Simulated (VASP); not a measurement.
# Nd3Si2I (P-3m1) in VASP: further runs, part 2 of 2

VASP 6.6.1. The steps go on from the part before.

## 3. Relaxation of shape and atoms at fixed volume, PBE (31.05 Å³/atom)

This run uses another cell than the first one, of 31.05 Å³/atom.

Contents of INCAR:

```
  PREC = Accurate
  ENCUT = 500
  EDIFF = 1E-7
  ISMEAR = 0
  SIGMA = 0.1
  LREAL = F
  LASPH = T
  NELM = 200
  ALGO = Normal
  ISIF = 4
  LWAVE = F
  LCHARG = F
  GGA = PE
  IBRION = 2
  NSW = 50
  EDIFFG = -0.01
  GGA_COMPAT = F
  NELMIN = 4
  LMAXMIX = 6
```

Contents of KPOINTS:

```
regular mesh
0
Gamma
  12 12 4
```

Contents of POSCAR:

```
Nd3Si2I
1.0
    4.3547337581      0.0000000000      0.0000000000
   -2.1773668791      3.7713100612      0.0000000000
    0.0000000000      0.0000000000     11.3437482560
Nd Si I
3 2 1
Direct
    0.3333333333      0.6666666667      0.2089216187
    0.0000000000      0.0000000000      0.5000000000
    0.6666666667      0.3333333333      0.7910783813
    0.3333333333      0.6666666667      0.6579451084
    0.6666666667      0.3333333333      0.3420548916
    0.0000000000      0.0000000000      0.0000000000
```

Potentials or basis: VASP PAW PBE potentials, release 64 (Nd_3, Si, I), 4f in core.

Command:

```sh
$ cat potpaw_PBE.64/Nd_3/POTCAR potpaw_PBE.64/Si/POTCAR potpaw_PBE.64/I/POTCAR > POTCAR
$ mpirun -np 1 vasp_std > vasp.out
```

OUTCAR:

```text
PREC = Accurate
   ENCUT = 500
   EDIFF = 1E-7
   ISMEAR = 0
   LREAL = F
   LASPH = T
   NELM = 200
   ISIF = 4
   GGA = PE
   IBRION = 2
   NSW = 50
   EDIFFG = -0.01
   NELMIN = 4

 ion  position               nearest neighbor table
   1  0.333  0.667  0.209-   5 2.93   5 2.93   5 2.93   6 3.46   6 3.46   6 3.46
   2  0.000  0.000  0.500-   4 3.09   5 3.09   4 3.09   5 3.09   5 3.09   4 3.09
   3  0.667  0.333  0.791-   4 2.93   4 2.93   4 2.93   6 3.46   6 3.46   6 3.46
   4  0.333  0.667  0.658-   3 2.93   3 2.93   3 2.93   2 3.09   2 3.09   2 3.09
   5  0.667  0.333  0.342-   1 2.93   1 2.93   1 2.93   2 3.09   2 3.09   2 3.09
   6  0.000  0.000  0.000-   1 3.46   3 3.46   1 3.46   3 3.46   3 3.46   1 3.46

  LATTYP: Found a hexagonal cell.
 ALAT       =     4.3547337581
 C/A-ratio  =     2.6049234893

  Lattice vectors:

 A1 = (   4.3547337581,   0.0000000000,   0.0000000000)
 A2 = (  -2.1773668791,   3.7713100612,   0.0000000000)
 A3 = (   0.0000000000,   0.0000000000,  11.3437482560)

Analysis of symmetry for initial positions (statically):
=====================================================================
 Subroutine PRICEL returns:
 Original cell was already a primitive cell.

 Routine SETGRP: Setting up the symmetry group for a
 hexagonal supercell.

 Subroutine GETGRP returns: Found 12 space group operations
 (whereof 12 operations were pure point group operations)
 out of a pool of 24 trial point group operations.

The static configuration has the point symmetry D_3d.

Analysis of symmetry for dynamics (positions and initial velocities):
=====================================================================
 Subroutine PRICEL returns:
 Original cell was already a primitive cell.

 Routine SETGRP: Setting up the symmetry group for a
 hexagonal supercell.

 Subroutine GETGRP returns: Found 12 space group operations
 (whereof 12 operations were pure point group operations)
 out of a pool of 24 trial point group operations.

The dynamic configuration has the point symmetry D_3d.

 Subroutine INISYM returns: Found 12 space group operations
 (whereof 12 operations are pure point group operations),
 and found     1 'primitive' translations

----------------------------------------------------------------------------------------

                                     Primitive cell

  volume of cell :     186.2990

  direct lattice vectors                    reciprocal lattice vectors
     4.354733758  0.000000000  0.000000000     0.229635164  0.132579924  0.000000000
    -2.177366879  3.771310061  0.000000000     0.000000000  0.265159847  0.000000000
     0.000000000  0.000000000 11.343748256     0.000000000  0.000000000  0.088154284

  length of vectors
     4.354733758  4.354733758 11.343748256     0.265159847  0.265159847  0.088154284

  position of ions in fractional coordinates (direct lattice)
     0.333333333  0.666666667  0.208921619
     0.000000000  0.000000000  0.500000000
     0.666666667  0.333333333  0.791078381
     0.333333333  0.666666667  0.657945108
     0.666666667  0.333333333  0.342054892
     0.000000000  0.000000000  0.000000000

  ion indices of the primitive-cell ions
[... 41 lines left out ...]
  0.416667 -0.000000  0.000000      6.000000
[... 16 lines left out ...]
  0.166667  0.000000  0.250000      6.000000
  0.000000  0.166667  0.250000      6.000000
 [... further k-points ...]
   k-points           NKPTS =     69   k-points in BZ     NKDIM =     69   number of bands    NBANDS=     28
   number of dos      NEDOS =    301   number of ions     NIONS =      6
   total plane-waves  NPLWV =  86016
   dimension x,y,z NGX =    32 NGY =   32 NGZ =   84
   dimension x,y,z NGXF=    64 NGYF=   64 NGZF=  168
   ions per type =               3   2   1
   NGX,Y,Z   is equivalent  to a cutoff of  12.22, 12.22, 12.31 a.u.
   NGXF,Y,Z  is equivalent  to a cutoff of  24.43, 24.43, 24.62 a.u.
 SYSTEM =  unknown system
   PREC   = accura    normal or accurate (medium, high low for compatibility)
   ISTART =      0    job   : 0-new  1-cont  2-samecut
   ICHARG =      2    charge: 1-file 2-atom 10-const
   ISPIN  =      1    spin polarized calculation?
   LNONCOLLINEAR =      F non collinear calculations
   LSORBIT =      F    spin-orbit coupling
   LASPH  =      T    aspherical Exc in radial PAW
   ENCUT  =  500.0 eV  36.75 Ry    6.06 a.u.   7.94  7.94 20.68*2*pi/ulx,y,z
   NELM   =    200;   NELMIN=  4; NELMDL= -5     # of ELM steps
   EDIFF  = 0.1E-06   stopping-criterion for ELM
   LREAL  =      F    real-space projection
   EDIFFG = -.1E-01   stopping-criterion for IOM
   NSW    =     50    number of steps for IOM
   IBRION =      2    ionic relax: 0-MD 1-quasi-New 2-CG
   NFREE  =      1    steps in history (QN), initial steepest desc. (CG)
   ISIF   =      4    stress and relaxation
   ISYM   =      2    0-nonsym 1-usesym 2-fastsym
   POTIM  = 0.5000    time-step for ionic-motion
   TEBEG  =    0.0;   TEEND  =   0.0 temperature during run
   PSTRESS=    0.0 pullay stress
   NELECT =      48.0000    total number of electrons
   NUPDOWN=      -1.0000    fix difference up-down
   EMIN   =  10.00;   EMAX   =-10.00  energy-range for DOS
   EFERMI =   0.00;   METHOD = LEGACY
   ISMEAR =     0;   SIGMA  =   0.10  broadening in eV -4-tet -1-fermi 0-gaus
   EFERMI_NEDOS =   21; number of points for ismear=-14 and -15
   IALGO  =     38    algorithm
   IMIX   =      4    mixing-type and parameters
     AMIX     =   0.40;   BMIX     =  1.00
     AMIX_MAG =   1.60;   BMIX_MAG =  1.00
  volume/ion in A,a.u.               =      31.05       209.53
  Fermi-wavevector in a.u.,A,eV,Ry     =   1.041722  1.968569 14.764830  1.085184
  Thomas-Fermi vector in A             =   2.176355
   LORBIT       =      0    0 simple, 1 ext, 2 COOP (PROOUT), +10 PAW based schemes
   GGA     = PE    functional components
   LHFCALC =     F    Hartree Fock is set to
   AEXX    =    0.0000 exact exchange contribution
   IVDW    =     0    specifies the selected vdW correction
   LEPSILON=     F    determine dielectric tensor
   LRPA    =     F    only Hartree local field effects (RPA)
 conjugate gradient relaxation of ions
 non-spin polarized calculation
 Gauss-broadening in eV      SIGMA  =   0.10
  energy-cutoff  :      500.00
  volume of cell :      186.30
 maximum number of plane-waves:      4758
   NGX = 15   NGY = 15   NGZ = 41

--------------------------------------- Ionic step        1  -------------------------------------------

 number of electron      47.9999998 magnetization

 Free energy of the ion-electron system (eV)
  ---------------------------------------------------
  ext. energy  EPLUGINS =         0.00000000
  ---------------------------------------------------
  free energy    TOTEN  =       -31.37586856 eV

  energy without entropy =      -31.36588902  energy(sigma->0) =      -31.37087879

------------------------ aborting loop because EDIFF is reached ----------------------------------------

  FORCE on cell =-STRESS in cart. coord.  units (eV):
  Direction    XX          YY          ZZ          XY          YZ          ZX
  --------------------------------------------------------------------------------------
  -------------------------------------------------------------------------------------
  Total       -1.5522939     -1.5522939     -1.5844545      0.0000000      0.0000000      0.0000000
  in kB      -13.3497802    -13.3497802    -13.6263617      0.0000000      0.0000000      0.0000000
  external PRESSURE =     -13.4419741 kB  Pullay stress =       0.0000000 kB
[... 227 lines left out ...]
--------------------------------------- Ionic step        7  -------------------------------------------

 number of electron      47.9999998 magnetization

 Free energy of the ion-electron system (eV)
  ---------------------------------------------------
  ext. energy  EPLUGINS =         0.00000000
  ---------------------------------------------------
  free energy    TOTEN  =       -31.38127102 eV

  energy without entropy =      -31.37128889  energy(sigma->0) =      -31.37627995

 E-fermi :   3.9994     XC(G=0):  -9.3152

 val. band max:        3.9876687021   @ k =   0.0000   0.0833   0.2500
 cond. band min:       4.0038516885   @ k =   0.3333   0.0000   0.2500
 fundamental gap:      0.0161829864
 Fermi energy:         3.9993803474

 k-point     1 :       0.0000    0.0000    0.0000
  band No.  band energies     occupation
      1     -33.9450      2.00000
      2     -33.9445      2.00000
      3     -33.1595      2.00000
      4     -15.2205      2.00000
      5     -15.1938      2.00000
      6     -14.9797      2.00000
[... 733 lines left out ...]
     27       5.6162      0.00000
     28       5.7187      0.00000

 [... further k-points ...]

------------------------ aborting loop because EDIFF is reached ----------------------------------------

  FORCE on cell =-STRESS in cart. coord.  units (eV):
  Direction    XX          YY          ZZ          XY          YZ          ZX
  --------------------------------------------------------------------------------------
  -------------------------------------------------------------------------------------
  Total       -1.1634226     -1.1634226     -1.2282456      0.0000000      0.0000000     -0.0000000
  in kB      -10.0054739    -10.0054739    -10.5629535      0.0000000      0.0000000     -0.0000000
  external PRESSURE =     -10.1913005 kB  Pullay stress =       0.0000000 kB
[... 21 lines left out ...]
  FREE ENERGIE OF THE ION-ELECTRON SYSTEM (eV)
  ---------------------------------------------------
  free  energy   TOTEN  =       -31.3812710187 eV

  energy  without entropy=      -31.3712888868  energy(sigma->0) =      -31.37627995

 reached required accuracy - stopping structural energy minimisation
```

It took 18 min on 1 thread of AMD EPYC 7R13 (Zen 3), shared host; peak memory 0.47 GiB.

Results:

| Quantity | Value |
| --- | --- |
| Free energy | -31.3813 eV |
| Energy gained by relaxing | 0.9 meV/atom |
| Ionic steps | 7 |
| Pressure after relaxing | -1.0 GPa |
| Largest force after relaxing | 0.008 eV/Å |
| Band gap on the k mesh | zero (bands 24 and 25 overlap by 0.17 eV) |

Forces on the atoms (eV/Å):
```
Nd   0.000  0.000  0.001
Nd   0.000  0.000  0.000
Nd   0.000  0.000 -0.001
Si   0.000  0.000 -0.008
Si   0.000  0.000  0.008
I    0.000  0.000  0.000
```

The path:
| step | energy change (eV) | largest force (eV/Å) | pressure (GPa) | volume (Å³) |
| --- | --- | --- | --- | --- |
| 1 | 0.0000 | 0.1850 | -1.34 | 186.30 |
| 2 | -0.0031 | 0.1129 | -1.23 | 186.30 |
| 3 | -0.0045 | 0.0382 | -1.09 | 186.30 |
| 4 | -0.0045 | 0.0427 | -1.08 | 186.30 |
| 5 | -0.0049 | 0.0359 | -1.07 | 186.30 |
| 6 | -0.0054 | 0.0155 | -1.03 | 186.30 |
| 7 | -0.0054 | 0.0081 | -1.02 | 186.30 |

Final structure:
```yaml
crystal:
  lattice:
    - [4.34833, 0.00000, 0.00000]
    - [-2.17416, 3.76576, 0.00000]
    - [0.00000, 0.00000, 11.37720]
  atoms:
    - { symbol: Nd, position: [0.33333, 0.66667, 0.21159] }
    - { symbol: Nd, position: [0.00000, 0.00000, 0.50000] }
    - { symbol: Nd, position: [0.66667, 0.33333, 0.78841] }
    - { symbol: Si, position: [0.33333, 0.66667, 0.65774] }
    - { symbol: Si, position: [0.66667, 0.33333, 0.34226] }
    - { symbol: I, position: [0.00000, 0.00000, 0.00000] }
```

Levels at points of the mesh, in eV from the Fermi level:
```tsv
k point	band 20	band 21	band 22	band 23	band 24	band 25	band 26	band 27	band 28
(0.00, 0.00, 0.00)	-0.85	-0.85	-0.42	0.10	0.10	1.18	1.23	1.23	1.77
(0.50, 0.00, 0.00)	-1.14	-0.83	-0.73	-0.63	-0.30	0.11	1.71	2.13	2.29
(0.00, 0.00, 0.50)	-0.97	-0.67	-0.67	-0.24	-0.24	1.33	1.39	1.39	1.56
(0.50, 0.00, 0.50)	-1.49	-0.83	-0.72	-0.62	-0.10	-0.08	1.37	1.75	3.28
```

Caveat: spin-orbit coupling is left out, which moves the levels of the heavy elements; the 4f electrons are frozen in the core, so they carry no moment and show no levels; the run has no spin polarisation, though such a crystal can be magnetic. Spin polarisation is off, so any magnetic state and its effect on volume and gap are missing.

The gap in the log of VASP goes by the Fermi energy; the results here count the filled bands.